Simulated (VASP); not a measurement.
# EuS (Fm-3m) in VASP: further runs

Runs on EuS. Level: PBE+U. Tasks: single point.

Everything below comes from runs of VASP 6.6.1. Logs are shortened: lines on timing, memory, paths and dates and some standing lists are left out, and cuts for length are marked.

**1. The cell of the first run**

It takes space group Fm-3m (No. 225, cubic). The conventional cell has a = 5.957 Å, b = 5.957 Å, c = 5.957 Å, α = 90.00°, β = 90.00°, γ = 90.00°. Within 3.9 Å of Eu (site symmetry m-3m) lie 6 S at 2.98 Å. S (site symmetry m-3m) has 6 Eu at 2.98 Å within 3.9 Å.

**2. Single point, PBE+U, collinear spin, ferromagnetic start**

The input, INCAR:

```
PREC     = Accurate       # precision mode
ENCUT    = 600            # plane-wave cutoff, eV
EDIFF    = 1E-6           # SCF threshold, eV
ISMEAR   = -1             # smearing method
SIGMA    = 0.1            # smearing width, eV
LREAL    = F              # projectors in reciprocal space
LASPH    = T              # aspherical terms in the spheres
NELM     = 200            # most SCF steps
ALGO     = Normal         # electronic algorithm
ISIF     = 2              # what is computed and relaxed
LWAVE    = F              # write WAVECAR
LCHARG   = F              # write CHGCAR
ISPIN    = 2              # spin polarisation
MAGMOM   = 9.1 0          # initial moments
LORBIT   = 11             # projections on sites
LMAXMIX  = 6              # l up to which the mixer works
LDAU     = T              # DFT+U
LDAUTYPE = 2            
LDAUL    = 3 -1           # shell
LDAUU    = 4.5 0          # U, eV
LDAUJ    = 0 0          
LDAUPRINT= 1            
GGA      = PE             # functional
NBANDS   = 22             # bands
GGA_COMPAT= F
```

The input, KPOINTS:

```
Automatic mesh
0
Gamma
  10 10 10
```

The input, POSCAR:

```
EuS
1.0
    4.2122350000      0.0000000000      0.0000000000
    2.1061175000      3.6479025167      0.0000000000
    2.1061175000      1.2159675056      3.4392754756
Eu S
1 1
Direct
    0.0000000000      0.0000000000      0.0000000000
    0.5000000000      0.5000000000      0.5000000000
```

Potentials or basis: VASP PAW PBE potentials, release 64 (Eu, S).

Run with:

```bash
$ cat potpaw_PBE.64/Eu/POTCAR potpaw_PBE.64/S/POTCAR > POTCAR
$ mpirun -np 1 vasp_std > vasp.out
```

OUTCAR:

```text
PREC = Accurate
   ENCUT = 600
   EDIFF = 1E-6
   ISMEAR = -1
   LREAL = F
   LASPH = T
   NELM = 200
   ISIF = 2
   ISPIN = 2
   LORBIT = 11
   GGA = PE

 ion  position               nearest neighbor table
   1  0.000  0.000  0.000-   2 2.98   2 2.98   2 2.98   2 2.98   2 2.98   2 2.98
   2  0.500  0.500  0.500-   1 2.98   1 2.98   1 2.98   1 2.98   1 2.98   1 2.98

  LATTYP: Found a face centered cubic cell.
 ALAT       =     5.9569998649

  Lattice vectors:

 A1 = (   4.2122350000,   0.0000000000,   0.0000000000)
 A2 = (   2.1061175000,   3.6479025167,   0.0000000000)
 A3 = (   2.1061175000,   1.2159675056,   3.4392754756)

Analysis of symmetry for initial positions (statically):
=====================================================================
 Subroutine PRICEL returns:
 Original cell was already a primitive cell.

 Routine SETGRP: Setting up the symmetry group for a
 face centered cubic supercell.

 Subroutine GETGRP returns: Found 48 space group operations
 (whereof 48 operations were pure point group operations)
 out of a pool of 48 trial point group operations.

The static configuration has the point symmetry O_h .

Analysis of symmetry for dynamics (positions and initial velocities):
=====================================================================
 Subroutine PRICEL returns:
 Original cell was already a primitive cell.

 Routine SETGRP: Setting up the symmetry group for a
 face centered cubic supercell.

 Subroutine GETGRP returns: Found 48 space group operations
 (whereof 48 operations were pure point group operations)
 out of a pool of 48 trial point group operations.

The dynamic configuration has the point symmetry O_h .

Analysis of structural, dynamic, and magnetic symmetry:
=====================================================================
 Subroutine PRICEL returns:
 Original cell was already a primitive cell.

 Routine SETGRP: Setting up the symmetry group for a
 face centered cubic supercell.

 Subroutine GETGRP returns: Found 48 space group operations
 (whereof 48 operations were pure point group operations)
 out of a pool of 48 trial point group operations.

The overall configuration has the point symmetry O_h .

 Subroutine INISYM returns: Found 48 space group operations
 (whereof 48 operations are pure point group operations),
 and found     1 'primitive' translations

----------------------------------------------------------------------------------------

                                     Primitive cell

  volume of cell :      52.8473

  direct lattice vectors                    reciprocal lattice vectors
     4.212235000  0.000000000  0.000000000     0.237403659 -0.137065066 -0.096919638
     2.106117500  3.647902517  0.000000000     0.000000000  0.274130132 -0.096919638
     2.106117500  1.215967506  3.439275476     0.000000000  0.000000000  0.290758913

  length of vectors
     4.212235000  4.212235000  4.212235000     0.290758913  0.290758913  0.290758913

[... 114 lines left out ...]
   LRPA    =     F    only Hartree local field effects (RPA)
 spin polarized calculation
  energy-cutoff  :      600.00
  volume of cell :       52.85
 maximum number of plane-waves:      1807
 NGX is ok and might be reduce to    36
   NGX = 17   NGY = 17   NGZ = 17

atom =   1  type =  1  l = 3

 onsite density matrix

spin component  1

  0.9696 -0.0000 -0.0000 -0.0020  0.0000  0.0000 -0.0000
 -0.0000  0.9686 -0.0000  0.0000  0.0018  0.0000 -0.0000
 -0.0000 -0.0000  0.9718  0.0000 -0.0000  0.0018 -0.0000
 -0.0020  0.0000  0.0000  0.9701 -0.0000 -0.0000  0.0000
  0.0000  0.0018 -0.0000 -0.0000  0.9718 -0.0000 -0.0000
  0.0000  0.0000  0.0018 -0.0000 -0.0000  0.9686 -0.0000
 -0.0000 -0.0000 -0.0000  0.0000 -0.0000 -0.0000  0.9726

spin component  2

  0.0015  0.0000  0.0000  0.0014 -0.0000  0.0000 -0.0000
  0.0000  0.0024  0.0000  0.0000 -0.0007 -0.0000 -0.0000
  0.0000  0.0000  0.0011  0.0000 -0.0000 -0.0007 -0.0000
  0.0014  0.0000  0.0000  0.0012  0.0000 -0.0000 -0.0000
 -0.0000 -0.0007 -0.0000  0.0000  0.0011  0.0000  0.0000
  0.0000 -0.0000 -0.0007 -0.0000  0.0000  0.0024  0.0000
 -0.0000 -0.0000 -0.0000 -0.0000  0.0000  0.0000  0.0008

 occupancies and eigenvectors

  o =  0.0000  v =  0.0000  0.0000  0.0000  0.0000  0.0000  0.0000  0.0000  0.6667  0.0000 -0.0000 -0.7454  0.0000 -0.0000  0.0000      0.0000  0.0000  0.0000  0.0000  0.0000  0.0000  0.0000  0.0000  0.0000  0.0000  0.0000  0.0000  0.0000  0.0000
  o =  0.0008  v =  0.0000  0.0000  0.0000  0.0000  0.0000  0.0000  0.0000 -0.0000  0.0575  0.0006  0.0000  0.1286  0.0003  0.9900      0.0000  0.0000  0.0000  0.0000  0.0000  0.0000  0.0000  0.0000  0.0000  0.0000  0.0000  0.0000  0.0000  0.0000
  o =  0.0008  v =  0.0000  0.0000  0.0000  0.0000  0.0000  0.0000  0.0000  0.0000  0.0001 -0.9129  0.0000  0.0003 -0.4082  0.0006      0.0000  0.0000  0.0000  0.0000  0.0000  0.0000  0.0000  0.0000  0.0000  0.0000  0.0000  0.0000  0.0000  0.0000
  o =  0.0008  v =  0.0000  0.0000  0.0000  0.0000  0.0000  0.0000  0.0000 -0.0000  0.4042  0.0002  0.0000  0.9038  0.0001 -0.1409      0.0000  0.0000  0.0000  0.0000  0.0000  0.0000  0.0000  0.0000  0.0000  0.0000  0.0000  0.0000  0.0000  0.0000
  o =  0.0028  v =  0.0000  0.0000  0.0000  0.0000  0.0000  0.0000  0.0000  0.7101 -0.0008  0.1241  0.6351  0.0003 -0.2774  0.0000      0.0000  0.0000  0.0000  0.0000  0.0000  0.0000  0.0000  0.0000  0.0000  0.0000  0.0000  0.0000  0.0000  0.0000
  o =  0.0028  v =  0.0000  0.0000  0.0000  0.0000  0.0000  0.0000  0.0000 -0.0006 -0.9129 -0.0000 -0.0006  0.4082  0.0001  0.0000      0.0000  0.0000  0.0000  0.0000  0.0000  0.0000  0.0000  0.0000  0.0000  0.0000  0.0000  0.0000  0.0000  0.0000
  o =  0.0028  v =  0.0000  0.0000  0.0000  0.0000  0.0000  0.0000  0.0000  0.2265 -0.0002 -0.3889  0.2026  0.0001  0.8697  0.0000      0.0000  0.0000  0.0000  0.0000  0.0000  0.0000  0.0000  0.0000  0.0000  0.0000  0.0000  0.0000  0.0000  0.0000
  o =  0.9678  v = -0.7090 -0.0000 -0.1260 -0.6341  0.0000  0.2818 -0.0000  0.0000  0.0000  0.0000  0.0000  0.0000  0.0000  0.0000      0.0000  0.0000  0.0000  0.0000  0.0000  0.0000  0.0000  0.0000  0.0000  0.0000  0.0000  0.0000  0.0000  0.0000
  o =  0.9678  v =  0.0000 -0.9129  0.0000  0.0000  0.4082 -0.0000 -0.0000  0.0000  0.0000  0.0000  0.0000  0.0000  0.0000  0.0000      0.0000  0.0000  0.0000  0.0000  0.0000  0.0000  0.0000  0.0000  0.0000  0.0000  0.0000  0.0000  0.0000  0.0000
  o =  0.9678  v =  0.2301  0.0000 -0.3883  0.2058 -0.0000  0.8683  0.0000  0.0000  0.0000  0.0000  0.0000  0.0000  0.0000  0.0000      0.0000  0.0000  0.0000  0.0000  0.0000  0.0000  0.0000  0.0000  0.0000  0.0000  0.0000  0.0000  0.0000  0.0000
  o =  0.9719  v = -0.6667  0.0000  0.0000  0.7454  0.0000 -0.0000 -0.0000  0.0000  0.0000  0.0000  0.0000  0.0000  0.0000  0.0000      0.0000  0.0000  0.0000  0.0000  0.0000  0.0000  0.0000  0.0000  0.0000  0.0000  0.0000  0.0000  0.0000  0.0000
  o =  0.9726  v =  0.0000 -0.0595 -0.0000 -0.0000 -0.1330 -0.0000 -0.9893  0.0000  0.0000  0.0000  0.0000  0.0000  0.0000  0.0000      0.0000  0.0000  0.0000  0.0000  0.0000  0.0000  0.0000  0.0000  0.0000  0.0000  0.0000  0.0000  0.0000  0.0000
  o =  0.9726  v = -0.0000  0.0000 -0.9129 -0.0000  0.0000 -0.4082  0.0000  0.0000  0.0000  0.0000  0.0000  0.0000  0.0000  0.0000      0.0000  0.0000  0.0000  0.0000  0.0000  0.0000  0.0000  0.0000  0.0000  0.0000  0.0000  0.0000  0.0000  0.0000
  o =  0.9726  v =  0.0000  0.4039  0.0000 -0.0000  0.9031  0.0000 -0.1457  0.0000  0.0000  0.0000  0.0000  0.0000  0.0000  0.0000      0.0000  0.0000  0.0000  0.0000  0.0000  0.0000  0.0000  0.0000  0.0000  0.0000  0.0000  0.0000  0.0000  0.0000

 number of electron      22.9999997 magnetization       6.9996650

 Free energy of the ion-electron system (eV)
  ---------------------------------------------------
  ext. energy  EPLUGINS =         0.00000000
  ---------------------------------------------------
  free energy    TOTEN  =       -19.28909689 eV

  energy without entropy =      -19.28128932  energy(sigma->0) =      -19.28519310

 E-fermi :   3.8076     XC(G=0):  -9.5711

 val. band max:        3.7683571850   @ k =   0.4000   0.4000  -0.0000
 cond. band min:       4.0341273472   @ k =   0.5000   0.4000   0.0000
 fundamental gap:      0.2657701622
 Fermi energy:         3.8075605574

 spin component 1

 k-point     1 :       0.0000    0.0000    0.0000
  band No.  band energies     occupation
      1     -36.5524      1.00000
      2     -15.4021      1.00000
      3     -15.4021      1.00000
      4     -15.4021      1.00000
      5      -9.1657      1.00000
      6       1.3673      1.00000
[... 1193 lines left out ...]
     21      12.3195      0.00000
     22      12.6912      0.00000

 [... further k-points ...]

------------------------ aborting loop because EDIFF is reached ----------------------------------------

  FORCE on cell =-STRESS in cart. coord.  units (eV):
  Direction    XX          YY          ZZ          XY          YZ          ZX
  --------------------------------------------------------------------------------------
  -------------------------------------------------------------------------------------
  Total        0.0950577      0.0950577      0.0950577     -0.0000000      0.0000000      0.0000000
  in kB        2.8818749      2.8818749      2.8818749     -0.0000000      0.0000000      0.0000000
  external PRESSURE =       2.8818749 kB  Pullay stress =       0.0000000 kB

 VOLUME and BASIS-vectors are now :
 -----------------------------------------------------------------------------
  energy-cutoff  :      600.00
  volume of cell :       52.85
      direct lattice vectors                 reciprocal lattice vectors
     4.212235000  0.000000000  0.000000000     0.237403659 -0.137065066 -0.096919638
     2.106117500  3.647902517  0.000000000     0.000000000  0.274130132 -0.096919638
     2.106117500  1.215967506  3.439275476     0.000000000  0.000000000  0.290758913

 POSITION                                       TOTAL-FORCE (eV/Angst)
 -----------------------------------------------------------------------------------
      0.00000      0.00000      0.00000        -0.000000      0.000000      0.000000
      4.21223      2.43194      1.71964         0.000000     -0.000000      0.000000
 -----------------------------------------------------------------------------------
    total drift:                                0.000000     -0.000000      0.000000

  FREE ENERGIE OF THE ION-ELECTRON SYSTEM (eV)
  ---------------------------------------------------
  free  energy   TOTEN  =       -19.2890968851 eV

  energy  without entropy=      -19.2812893206  energy(sigma->0) =      -19.28519310

 total charge

# of ion       s       p       d       f       tot
--------------------------------------------------
    1        2.029   5.783   0.254   6.796  14.862
    2        1.317   2.447   0.000   0.000   3.763
--------------------------------------------------
tot          3.345   8.229   0.254   6.796  18.625

 magnetization (x)

# of ion       s       p       d       f       tot
--------------------------------------------------
    1       -0.016  -0.117   0.054   6.776   6.697
    2       -0.006  -0.059   0.000   0.000  -0.066
--------------------------------------------------
tot         -0.022  -0.176   0.054   6.776   6.631
```

Run time: 1.7 min. Hardware: 1 thread of Intel Xeon 6975P-C (Granite Rapids), shared host; peak memory 0.32 GiB.

What came out:

| Property | Result |
| --- | --- |
| Free energy | -19.2891 eV |
| Pressure | 0.3 GPa |
| Band gap on the k mesh | 0.03 eV (least direct gap 0.26 eV) |
| Net moment | 7.00 μB per cell |
| Site moments | Eu +6.70; S -0.07 μB |
| Valence electrons inside the program's atomic spheres | Eu 14.86; S 3.76 |

Levels at points of the mesh, in eV from the valence-band top:
Spin up:
```csv
k point,band 12,band 13,band 14,band 15,band 16,band 17,band 18,band 19
"(0.00, 0.00, 0.00)",-0.48,0.00,0.00,0.00,1.66,1.96,1.96,1.96
"(0.50, 0.00, 0.00)",-0.50,-0.50,-0.48,-0.47,3.73,4.13,4.60,4.60
"(0.50, 0.50, 0.00)",-0.52,-0.50,-0.23,-0.23,0.03,4.00,4.08,5.45
```
Spin down:
| k point | band 4 | band 5 | band 6 | band 7 | band 8 | band 9 | band 10 | band 11 | band 12 | band 13 |
| --- | --- | --- | --- | --- | --- | --- | --- | --- | --- | --- |
| (0.00, 0.00, 0.00) | -16.71 | -12.75 | -1.86 | -1.86 | -1.86 | 2.14 | 2.64 | 2.64 | 2.64 | 3.59 |
| (0.50, 0.00, 0.00) | -16.74 | -11.73 | -4.43 | -3.02 | -3.02 | 3.88 | 4.84 | 5.60 | 5.60 | 6.85 |
| (0.50, 0.50, 0.00) | -16.84 | -12.42 | -3.01 | -2.22 | -2.22 | 0.59 | 4.71 | 4.86 | 6.39 | 6.88 |

Eigenvalues of the final occupation matrices:
```csv
site,spin,trace,eigenvalues
site 1 f,1,6.79,0.97 0.97 0.97 0.97 0.97 0.97 0.97
site 1 f,2,0.01,0.00 0.00 0.00 0.00 0.00 0.00 0.00
```

Caveat: the smearing spreads over this small gap; spin-orbit coupling is left out, which moves the levels of the heavy elements; a cell with one magnetic atom can't hold antiferromagnetic order, which such compounds often take. A k mesh can miss the band edges.

**3. Single point, PBE+U, collinear spin, ferromagnetic start**

The input, INCAR:

```
SYSTEM = EuS
PREC = Accurate ; ENCUT = 600
EDIFF = 1E-6 ; ISMEAR = -1
SIGMA = 0.1 ; LREAL = .FALSE.
LASPH = .TRUE. ; NELM = 200
ALGO = Normal ; ISIF = 2
LWAVE = .FALSE. ; LCHARG = .FALSE.
ISPIN = 2 ; MAGMOM = 9.1 0
LORBIT = 11 ; LMAXMIX = 6
LDAU = .TRUE. ; LDAUTYPE = 2
LDAUL = 3 -1 ; LDAUU = 6 0
LDAUJ = 0 0 ; LDAUPRINT = 1
GGA = PE ; NBANDS = 22
GGA_COMPAT = .FALSE.
```

The input, KPOINTS:

```
Automatic mesh
0
G
  10 10 10
  0 0 0
```

POSCAR is that of step 2.

Potentials or basis: VASP PAW PBE potentials, release 64 (Eu, S).

Run with:

```bash
$ cat potpaw_PBE.64/Eu/POTCAR potpaw_PBE.64/S/POTCAR > POTCAR
$ mpirun -np 1 vasp_std > vasp.out
```

It took 94 s on 1 thread of Intel Xeon 6975P-C (Granite Rapids), shared host; peak memory 0.32 GiB.

It converged, with:

```yaml
Free_energy: -19.1427 eV
Pressure: 1.0 GPa
Band_gap_on_the_k_mesh: 0.42 eV (least direct gap 0.70 eV)
Net_moment: 7.00 μB per cell
Site_moments: Eu +6.72; S -0.06 μB
Valence_electrons_inside_the_program's_atomic_spheres: Eu 14.89; S 3.77
```

Levels at points of the mesh, in eV from the valence-band top:
Spin up:
| k point | band 11 | band 12 | band 13 | band 14 | band 15 | band 16 | band 17 | band 18 | band 19 | band 20 |
| --- | --- | --- | --- | --- | --- | --- | --- | --- | --- | --- |
| (0.00, 0.00, 0.00) | -0.58 | -0.58 | 0.00 | 0.00 | 0.00 | 2.05 | 2.36 | 2.36 | 2.36 | 3.24 |
| (0.50, 0.00, 0.00) | -0.68 | -0.60 | -0.60 | -0.58 | -0.57 | 4.10 | 4.53 | 5.01 | 5.01 | 7.83 |
| (0.50, 0.50, 0.00) | -0.62 | -0.62 | -0.60 | -0.27 | -0.27 | 0.42 | 4.41 | 4.47 | 5.86 | 6.10 |
Spin down:
```
           k point  band 6  band 7  band 8  band 9  band 10  band 11
(0.00, 0.00, 0.00)   -1.49   -1.49   -1.49    2.49     3.01     3.01
(0.50, 0.00, 0.00)   -4.08   -2.67   -2.67    4.26     5.22     5.99
(0.50, 0.50, 0.00)   -2.65   -1.85   -1.85    0.94     5.07     5.25
```

Eigenvalues of the final occupation matrices:
```tsv
site	spin	trace	eigenvalues
site 1 f	1	6.82	0.97 0.97 0.97 0.98 0.98 0.98 0.98
site 1 f	2	0.01	0.00 0.00 0.00 0.00 0.00 0.00 0.00
```

Caveat: spin-orbit coupling is left out, which moves the levels of the heavy elements; a cell with one magnetic atom can't hold antiferromagnetic order, which such compounds often take.

The gap in the log of VASP goes by the Fermi energy; the results here count the filled bands.